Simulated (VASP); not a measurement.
# Zn3S2O (I-4m2) in VASP: single point with PBE

Aim: the single point of Zn3S2O with PBE.

Everything below comes from runs of VASP 6.6.1. Logs are shortened: lines on timing, memory, paths and dates and some standing lists are left out, and cuts for length are marked.

### 1 The cell of the first run

The structure is tetragonal, space group I-4m2 (No. 119). The conventional cell has a = 3.687 Å, b = 3.687 Å, c = 15.160 Å, α = 90.00°, β = 90.00°, γ = 90.00°. Within 2.8 Å of Zn (site symmetry 2mm) lie 2 O at 2.08 Å and 2 S at 2.32 Å. Within 3.1 Å of Zn (site symmetry -4m2) lie 4 S at 2.33 Å. S (site symmetry 2mm) has 4 Zn at 2.32 to 2.33 Å within 3.1 Å. O (site symmetry -4m2) has 4 Zn at 2.08 Å within 2.8 Å.

### 2 Single point, PBE

Contents of INCAR:

```
SYSTEM = Zn3S2O
PREC = Accurate
ENCUT = 520
EDIFF = 1E-6
ISMEAR = 0
SIGMA = 0.02
LREAL = .False.
LASPH = .True.
NELM = 80
ALGO = Normal
ISIF = 2
LWAVE = .False.
LCHARG = .False.
GGA = PE
NBANDS = 36
```

Contents of KPOINTS:

```
regular mesh
0
Gamma
  10 10 10
  0 0 0
```

Contents of POSCAR:

```
Zn3S2O
1.0
   -1.8437089422      1.8437089422      7.5798092026
    1.8437089422     -1.8437089422      7.5798092026
    1.8437089422      1.8437089422     -7.5798092026
Zn S O
3 2 1
Direct
    0.6866911278      0.6866911278      0.0000000000
    0.3133088722      0.3133088722      0.0000000000
    0.0000000000      0.0000000000      0.0000000000
    0.4064979353      0.9064979353      0.5000000000
    0.0935020647      0.5935020647      0.5000000000
    0.7500000000      0.2500000000      0.5000000000
```

Potentials or basis: VASP PAW PBE potentials, release 64 (Zn, S, O).

On the command line:

```console
> cat potpaw_PBE.64/Zn/POTCAR potpaw_PBE.64/S/POTCAR potpaw_PBE.64/O/POTCAR > POTCAR
> mpirun -np 1 vasp_std > vasp.out
```

OUTCAR:

```text
SYSTEM = Zn3S2O
   PREC = Accurate
   ENCUT = 520
   EDIFF = 1E-6
   ISMEAR = 0
   LREAL = .False.
   LASPH = .True.
   NELM = 80
   ISIF = 2
   GGA = PE

 ion  position               nearest neighbor table
   1  0.687  0.687  0.000-   6 2.08   6 2.08   5 2.32   5 2.32
   2  0.313  0.313  0.000-   6 2.08   6 2.08   4 2.32   4 2.32
   3  0.000  0.000  0.000-   5 2.33   4 2.33   5 2.33   4 2.33
   4  0.406  0.906  0.500-   2 2.32   2 2.32   3 2.33   3 2.33
   5  0.094  0.594  0.500-   1 2.32   1 2.32   3 2.33   3 2.33
   6  0.750  0.250  0.500-   1 2.08   2 2.08   2 2.08   1 2.08

  LATTYP: Found a body centered tetragonal cell.
 ALAT       =     3.6874178844
 C/A-ratio  =     4.1111745076

  Lattice vectors:

 A1 = (  -1.8437089422,   1.8437089422,   7.5798092026)
 A2 = (   1.8437089422,  -1.8437089422,   7.5798092026)
 A3 = (   1.8437089422,   1.8437089422,  -7.5798092026)

Analysis of symmetry for initial positions (statically):
=====================================================================
 Subroutine PRICEL returns:
 Original cell was already a primitive cell.

 Routine SETGRP: Setting up the symmetry group for a
 body centered tetragonal supercell.

 Subroutine GETGRP returns: Found  8 space group operations
 (whereof  8 operations were pure point group operations)
 out of a pool of 16 trial point group operations.

The static configuration has the point symmetry D_2d.

Analysis of symmetry for dynamics (positions and initial velocities):
=====================================================================
 Subroutine PRICEL returns:
 Original cell was already a primitive cell.

 Routine SETGRP: Setting up the symmetry group for a
 body centered tetragonal supercell.

 Subroutine GETGRP returns: Found  8 space group operations
 (whereof  8 operations were pure point group operations)
 out of a pool of 16 trial point group operations.

The dynamic configuration has the point symmetry D_2d.

 Subroutine INISYM returns: Found  8 space group operations
 (whereof  8 operations are pure point group operations),
 and found     1 'primitive' translations

----------------------------------------------------------------------------------------

                                     Primitive cell

  volume of cell :     103.0630

  direct lattice vectors                    reciprocal lattice vectors
    -1.843708942  1.843708942  7.579809203     0.000000000  0.271192480  0.065964721
[... 89 lines left out ...]
   LNONCOLLINEAR =      F non collinear calculations
   LSORBIT =      F    spin-orbit coupling
   LASPH  =      T    aspherical Exc in radial PAW
   ENCUT  =  520.0 eV  38.22 Ry    6.18 a.u.  14.90 14.90 14.90*2*pi/ulx,y,z
   NELM   =     80;   NELMIN=  2; NELMDL= -5     # of ELM steps
   EDIFF  = 0.1E-05   stopping-criterion for ELM
   LREAL  =      F    real-space projection
[... 7 lines left out ...]
   TEBEG  =    0.0;   TEEND  =   0.0 temperature during run
   PSTRESS=    0.0 pullay stress
   NELECT =      54.0000    total number of electrons
   NUPDOWN=      -1.0000    fix difference up-down
   EMIN   =  10.00;   EMAX   =-10.00  energy-range for DOS
   EFERMI =   0.00;   METHOD = LEGACY
   ISMEAR =     0;   SIGMA  =   0.02  broadening in eV -4-tet -1-fermi 0-gaus
   EFERMI_NEDOS =   21; number of points for ismear=-14 and -15
   IALGO  =     38    algorithm
   IMIX   =      4    mixing-type and parameters
     AMIX     =   0.40;   BMIX     =  1.00
     AMIX_MAG =   1.60;   BMIX_MAG =  1.00
  volume/ion in A,a.u.               =      17.18       115.92
  Fermi-wavevector in a.u.,A,eV,Ry     =   1.319791  2.494043 23.699277  1.741848
  Thomas-Fermi vector in A             =   2.449664
   LORBIT       =      0    0 simple, 1 ext, 2 COOP (PROOUT), +10 PAW based schemes
   GGA     = PE    functional components
   LHFCALC =     F    Hartree Fock is set to
   AEXX    =    0.0000 exact exchange contribution
   IVDW    =     0    specifies the selected vdW correction
   LEPSILON=     F    determine dielectric tensor
   LRPA    =     F    only Hartree local field effects (RPA)
 non-spin polarized calculation
 Gauss-broadening in eV      SIGMA  =   0.02
  energy-cutoff  :      520.00
  volume of cell :      103.06
 maximum number of plane-waves:      2798
   NGX = 29   NGY = 29   NGZ = 29

 number of electron      54.0000010 magnetization

 Free energy of the ion-electron system (eV)
  ---------------------------------------------------
  ext. energy  EPLUGINS =         0.00000000
  ---------------------------------------------------
  free energy    TOTEN  =       -22.18121583 eV

  energy without entropy =      -22.18121583  energy(sigma->0) =      -22.18121583

 E-fermi :   2.0407     XC(G=0):  -9.9512

 val. band max:        1.8916227310   @ k =   0.0000   0.0000   0.0000
 cond. band min:       3.0008902684   @ k =   0.0000   0.0000   0.0000
 fundamental gap:      1.1092675374
 Fermi energy:         2.0407003855

 k-point     1 :       0.0000    0.0000    0.0000
  band No.  band energies     occupation
      1     -15.3655      2.00000
      2     -10.9805      2.00000
      3     -10.3912      2.00000
      4      -4.5096      2.00000
      5      -4.4214      2.00000
      6      -4.3074      2.00000
[... 925 lines left out ...]
     35      10.5747      0.00000
     36      11.2666      0.00000

 [... further k-points ...]

------------------------ aborting loop because EDIFF is reached ----------------------------------------

  FORCE on cell =-STRESS in cart. coord.  units (eV):
  Direction    XX          YY          ZZ          XY          YZ          ZX
  --------------------------------------------------------------------------------------
  -------------------------------------------------------------------------------------
  Total        0.1461211      0.1461211      0.1164899      0.0000000      0.0000000      0.0000000
  in kB        2.2715407      2.2715407      1.8109055      0.0000000      0.0000000      0.0000000
  external PRESSURE =       2.1179957 kB  Pullay stress =       0.0000000 kB

 VOLUME and BASIS-vectors are now :
 -----------------------------------------------------------------------------
  energy-cutoff  :      520.00
  volume of cell :      103.06
      direct lattice vectors                 reciprocal lattice vectors
    -1.843708942  1.843708942  7.579809203     0.000000000  0.271192480  0.065964721
     1.843708942 -1.843708942  7.579809203     0.271192480  0.000000000  0.065964721
     1.843708942  1.843708942 -7.579809203     0.271192480  0.271192480  0.000000000

 POSITION                                       TOTAL-FORCE (eV/Angst)
 -----------------------------------------------------------------------------------
      0.00000      0.00000     10.40998         0.000000     -0.000000     -0.018991
      0.00000      0.00000      4.74964         0.000000     -0.000000      0.018991
      0.00000      0.00000      0.00000        -0.000000      0.000000      0.000000
      1.84371      0.00000      6.16235        -0.000000      0.000000      0.000425
      1.84371      0.00000      1.41746        -0.000000      0.000000     -0.000425
      0.00000      1.84371      3.78990        -0.000000      0.000000      0.000000
 -----------------------------------------------------------------------------------
    total drift:                                0.000000     -0.000000      0.000000

  FREE ENERGIE OF THE ION-ELECTRON SYSTEM (eV)
  ---------------------------------------------------
  free  energy   TOTEN  =       -22.1812158328 eV

  energy  without entropy=      -22.1812158328  energy(sigma->0) =      -22.18121583
```

Run time: 26 min. Hardware: 1 thread of Intel Xeon 8259CL, shared host; peak memory 0.71 GiB.

What came out:

```yaml
Free_energy: -22.1812 eV
Pressure: 0.2 GPa
Largest_force: 0.019 eV/Å
Band_gap_on_the_k_mesh: 1.11 eV
```

Forces in eV/Å, atoms in the order of the input:
```
Zn   0.000  0.000 -0.019
Zn   0.000  0.000  0.019
Zn   0.000  0.000  0.000
S    0.000  0.000  0.000
S    0.000  0.000  0.000
O    0.000  0.000  0.000
```

Levels at points of the mesh, in eV from the valence-band top:
```csv
k point,band 24,band 25,band 26,band 27,band 28,band 29,band 30,band 31
"(0.00, 0.00, 0.00)",-1.31,-0.18,0.00,0.00,1.11,4.56,4.69,5.06
"(0.50, 0.00, 0.00)",-1.76,-0.91,-0.53,-0.46,3.00,4.33,5.20,5.98
"(0.50, 0.50, 0.00)",-2.57,-2.34,-2.08,-2.06,3.66,4.78,4.83,5.05
"(0.50, 0.50, 0.50)",-0.90,-0.90,-0.27,-0.27,2.74,3.92,4.23,4.84
```

A k mesh can miss the band edges.
